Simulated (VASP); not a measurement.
# BN (Amm2) in VASP: further runs, part 2 of 2

VASP 6.6.1. Earlier steps stand in the parts before.

### 3 Single point, PBE+D3(BJ) (atoms displaced along a vibrational mode)

INCAR reads:

```
SYSTEM = BN
ALGO = Normal
EDIFF = 1E-6
ENCUT = 520
GGA = PE
ISIF = 2
ISMEAR = 1
IVDW = 12
LASPH = .TRUE.
LCHARG = .TRUE.
LELF = .TRUE.
LREAL = .FALSE.
LVHAR = .TRUE.
LWAVE = .FALSE.
NBANDS = 16
NELM = 80
PREC = Accurate
SIGMA = 0.05
```

KPOINTS reads:

```
k-points
0
G
  12 12 4
  0 0 0
```

POSCAR reads:

```
BN
1.0
    2.5061127838      0.0000000000      0.0000000000
   -1.2530563919      2.1703573356      0.0000000000
    0.0000000000      0.0000000000      6.5923998870
B N
2 2
Direct
    0.0147441159      0.0294882317      0.5000000000
    0.3385370566      0.6770741131      0.0000000000
   -0.0040157147     -0.0080314294      0.0000000000
    0.6552874974      0.3105749947      0.5000000000
```

Potentials or basis: VASP PAW PBE potentials, release 64 (B, N).

The run is started by

```bash
$ cat potpaw_PBE.64/B/POTCAR potpaw_PBE.64/N/POTCAR > POTCAR
$ mpirun -np 1 vasp_std > vasp.out
```

OUTCAR:

```text
SYSTEM = BN
   EDIFF = 1E-6
   ENCUT = 520
   GGA = PE
   ISIF = 2
   ISMEAR = 1
   IVDW = 12
   LASPH = .TRUE.
   LREAL = .FALSE.
   NELM = 80
   PREC = Accurate
 IVDW          = 12

 ion  position               nearest neighbor table
   1  0.015  0.029  0.500-   4 1.39   4 1.39   4 1.56
   2  0.339  0.677  0.000-   3 1.43   3 1.43   3 1.49
   3  0.996  0.992  0.000-   2 1.43   2 1.43   2 1.49
   4  0.655  0.311  0.500-   1 1.39   1 1.39   1 1.56

  LATTYP: Found a hexagonal cell.
 ALAT       =     2.5061127838
 C/A-ratio  =     2.6305280152

  Lattice vectors:

 A1 = (   2.5061127838,   0.0000000000,   0.0000000000)
 A2 = (  -1.2530563919,   2.1703573356,   0.0000000000)
 A3 = (   0.0000000000,   0.0000000000,   6.5923998870)

Analysis of symmetry for initial positions (statically):
=====================================================================
 Subroutine PRICEL returns:
 Original cell was already a primitive cell.

 Routine SETGRP: Setting up the symmetry group for a
 hexagonal supercell.

 Subroutine GETGRP returns: Found  4 space group operations
 (whereof  4 operations were pure point group operations)
[... 172 lines left out ...]
 fundamental gap:      4.1389730347
 Fermi energy:         2.4093630988

 k-point     1 :       0.0000    0.0000    0.0000
  band No.  band energies     occupation
      1     -15.4928      2.00000
      2     -15.1670      2.00000
      3      -3.9261      2.00000
      4      -1.7472      2.00000
      5      -0.2576      2.00000
      6       0.4731      2.00000
[... 433 lines left out ...]
      3      -5.4929      2.00000
      4      -5.3632      2.00000
      5      -1.7676      2.00000
      6      -1.2714      2.00000
[... 8 lines left out ...]
     15      17.7888      0.00000
     16      19.9561      0.00000

 [... further k-points ...]

------------------------ aborting loop because EDIFF is reached ----------------------------------------

 Edisp (eV)   -0.56892

 E8    (eV) :    -0.1669

  FORCE on cell =-STRESS in cart. coord.  units (eV):
  Direction    XX          YY          ZZ          XY          YZ          ZX
  --------------------------------------------------------------------------------------
  -------------------------------------------------------------------------------------
  Total       2.58829    -0.88937    -0.03535     0.00000     0.00000     0.00000
  in kB     115.65060   -39.73917    -1.57954     0.00000     0.00000     0.00000
  external pressure =       24.78 kB  Pullay stress =        0.00 kB

 VOLUME and BASIS-vectors are now :
 -----------------------------------------------------------------------------
  energy-cutoff  :      520.00
  volume of cell :       35.86
      direct lattice vectors                 reciprocal lattice vectors
     2.506112784  0.000000000  0.000000000     0.399024340  0.230376810  0.000000000
    -1.253056392  2.170357336  0.000000000     0.000000000  0.460753620  0.000000000
     0.000000000  0.000000000  6.592399887     0.000000000  0.000000000  0.151689827

 POSITION                                       TOTAL-FORCE (eV/Angst)
 -----------------------------------------------------------------------------------
      0.00000      0.06400      3.29620         0.000000     -3.853316      0.000000
      0.00000      1.46949      0.00000        -0.000000     -1.543466      0.000000
      1.25306      2.15293      0.00000         0.000000      1.544776      0.000000
      1.25306      0.67406      3.29620         0.000000      3.852007      0.000000
 -----------------------------------------------------------------------------------
    total drift:                                0.000003      0.000140      0.000000

  FREE ENERGIE OF THE ION-ELECTRON SYSTEM (eV)
  ---------------------------------------------------
  free  energy   TOTEN  =       -35.4537467524 eV

  energy  without entropy=      -35.4537841119  energy(sigma->0) =      -35.45375921
```

Run time: 2.2 min. Hardware: 1 thread of Intel Xeon 8259CL, shared host; peak memory 0.2 GiB.

What came out:

```
Free energy                : -35.4537 eV
Pressure                   : 2.5 GPa
Largest force              : 3.853 eV/Å
Band gap on the k mesh     : 4.14 eV (least direct gap 4.48 eV)
Dispersion energy per atom : -0.142 eV
```

Forces on the atoms (eV/Å):
```
B    0.000 -3.853  0.000
B    0.000 -1.543  0.000
N    0.000  1.545  0.000
N    0.000  3.852  0.000
```

Stress tensor (GPa, compression positive):
```
11.57  0.00  0.00
 0.00 -3.97  0.00
 0.00  0.00 -0.16
```

Levels at points of the mesh, in eV from the valence-band top:
```
           k point  band 6  band 7  band 8  band 9  band 10  band 11
(0.00, 0.00, 0.00)   -1.90   -0.97    0.00    5.22     9.85    10.28
(0.50, 0.00, 0.00)   -3.64   -1.22   -0.61    4.14     5.19     9.41
(0.00, 0.50, 0.00)   -4.47   -1.67   -0.95    4.77     6.32     9.52
(0.00, 0.00, 0.50)   -1.90   -0.97    0.00    7.59     7.59     9.93
(0.50, 0.00, 0.50)   -3.65   -0.96   -0.75    4.31     4.47     9.60
(0.00, 0.50, 0.50)   -4.47   -1.36   -1.18    4.92     5.58     9.75
```

Caveat: the cell differs from its parent crystal (atoms displaced along a vibrational mode); the stress differs along the axes, from -4 to 12 GPa; forces of over 1 eV/Å act on the atoms, so gaps and moduli don't describe the material at rest. A k mesh can miss the band edges.

### 4 Single point, PBE+D3(BJ) (atoms displaced along a vibrational mode)

INCAR reads:

```
ALGO     = Normal         # electronic algorithm
EDIFF    = 1E-6           # SCF threshold, eV
ENCUT    = 520            # plane-wave cutoff, eV
GGA      = PE             # functional
ISIF     = 2              # what is computed and relaxed
ISMEAR   = 1              # smearing method
IVDW     = 12             # dispersion correction
LASPH    = True           # aspherical terms in the spheres
LCHARG   = True           # write CHGCAR
LELF     = True           # ELF
LREAL    = False          # projectors in reciprocal space
LVHAR    = True         
LWAVE    = False          # write WAVECAR
NBANDS   = 16             # bands
NELM     = 100            # most SCF steps
PREC     = Accurate       # precision mode
SIGMA    = 0.05           # smearing width, eV
```

KPOINTS reads:

```
k-points
0
Gamma
  12 12 4
```

POSCAR reads:

```
BN
1.0
    2.5061127838      0.0000000000      0.0000000000
   -1.2530563919      2.1703573356      0.0000000000
    0.0000000000      0.0000000000      6.5923998870
B N
2 2
Direct
   -0.0147441159     -0.0294882317      0.5000000000
    0.3281296101      0.6562592202      0.0000000000
    0.0040157147      0.0080314294      0.0000000000
    0.6780458360      0.3560916720      0.5000000000
```

The run is started by

```bash
$ cat potpaw_PBE.64/B/POTCAR potpaw_PBE.64/N/POTCAR > POTCAR
$ mpirun -np 1 vasp_std > vasp.out
```

Wall time 2.1 min (1 thread of Intel Xeon 8259CL, shared host); peak memory 0.2 GiB.

It converged, with:

- Free energy: -35.3877 eV
- Pressure: 3.1 GPa
- Largest force: 5.550 eV/Å
- Band gap on the k mesh: 3.99 eV (least direct gap 4.42 eV)
- Dispersion energy per atom: -0.142 eV

Forces on the atoms (eV/Å):
```
B    0.000  5.547  0.000
B    0.000  1.747  0.000
N    0.000 -1.744  0.000
N    0.000 -5.550  0.000
```

Stress tensor (GPa, compression positive):
```
-5.45  0.00  0.00
 0.00 15.00  0.00
 0.00  0.00 -0.17
```

Levels at points of the mesh, in eV from the valence-band top:
| k point | band 4 | band 5 | band 6 | band 7 | band 8 | band 9 | band 10 | band 11 | band 12 | band 13 |
| --- | --- | --- | --- | --- | --- | --- | --- | --- | --- | --- |
| (0.00, 0.00, 0.00) | -4.06 | -2.51 | -1.83 | -0.92 | 0.00 | 5.29 | 10.00 | 10.34 | 10.93 | 11.87 |
| (0.50, 0.00, 0.00) | -8.67 | -4.30 | -4.23 | -1.46 | -0.79 | 4.62 | 5.98 | 9.30 | 9.58 | 12.91 |
| (0.00, 0.50, 0.00) | -8.91 | -3.93 | -3.46 | -1.03 | -0.45 | 4.01 | 4.95 | 9.72 | 9.97 | 12.64 |
| (0.00, 0.00, 0.50) | -5.24 | -2.51 | -1.83 | -0.92 | 0.00 | 7.65 | 7.68 | 10.00 | 10.93 | 12.13 |
| (0.50, 0.00, 0.50) | -8.71 | -4.27 | -4.26 | -1.12 | -1.04 | 4.83 | 5.20 | 9.49 | 9.78 | 13.62 |
| (0.00, 0.50, 0.50) | -8.98 | -3.93 | -3.46 | -0.82 | -0.51 | 4.02 | 4.39 | 9.92 | 10.18 | 13.64 |

Caveat: the cell differs from its parent crystal (atoms displaced along a vibrational mode); the stress differs along the axes, from -5 to 15 GPa; forces of over 1 eV/Å act on the atoms, so gaps and moduli don't describe the material at rest.

### 5 The runs side by side

| cell | gap on the mesh (eV) | pressure (GPa) | largest force (eV/Å) |
| --- | --- | --- | --- |
| as given, atomic positions A | 4.29 | 0.4 | 1.46 |
| as given, atomic positions B | 4.14 | 2.5 | 3.85 |
| as given, atomic positions C | 3.99 | 3.1 | 5.55 |

Alike in all rows: task single point; level PBE+D3(BJ); potentials or basis VASP PAW PBE potentials, release 64 (B, N); no spin polarisation; k mesh 12 × 12 × 4; cutoff (eV) 520; smearing methfessel-paxton 0.05 eV.

Caveats: forces of over 1 eV/Å act on the atoms, so gaps and moduli don't describe the material at rest; the stress differs along the axes, from -2 to 3 GPa (at least some runs); the stress differs along the axes, from -4 to 12 GPa (at least some runs); the stress differs along the axes, from -5 to 15 GPa (at least some runs).

Total energies depend on the potentials used, so only differences within one code and one set of settings carry meaning.
